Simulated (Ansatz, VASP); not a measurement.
PbO in VASP and in Ansatz

```
Pb O
1.0
     3.91478    0.00000    0.00000
     0.00000    3.91478    0.00000
     0.00000    0.00000    4.87134
Pb O
2 2
Direct
  0.00000 0.50000 0.23510
  0.50000 0.00000 0.76490
  0.00000 0.00000 0.00000
  0.50000 0.50000 0.00000
```

Change from the starting cell: strain -0.015 along x and y, -0.030 along z, atoms carried along.

Alike in both runs: task single point; functional PBEsol; k mesh 8 × 8 × 6; occupations gaussian, width 0.05 eV; no spin polarisation.

|  | VASP | Ansatz |
| --- | --- | --- |
| version | VASP 6.6.1 | Ansatz 0.2.0 |
| potentials or method | VASP PAW PBE potentials, release 64 (Pb_d, O), cutoff 520 eV | scalar-relativistic, plane waves, PAW |
| valence electrons in the cell | 40 | 40 |

|  | VASP | Ansatz | Ansatz less VASP |
| --- | --- | --- | --- |
| gap on the k mesh at the Fermi level (eV) | 1.12 | 1.11 | -0.009 |
| least direct gap on the mesh (eV) | 2.28 | 2.30 | +0.018 |
| pressure (GPa) | 6.8 | 6.7 | -0.13 |
| traceless stress, the component that is largest in VASP (GPa) | -0.44 | -0.42 | +0.018 |
| rms of the force components (eV/Å) | 0.458 | 0.436 | -0.0219 |

VASP's potentials were made for PBE, not for PBEsol. Atom by atom the forces differ by 0.022 eV/Å (rms over components).

Spin-orbit coupling is off throughout.
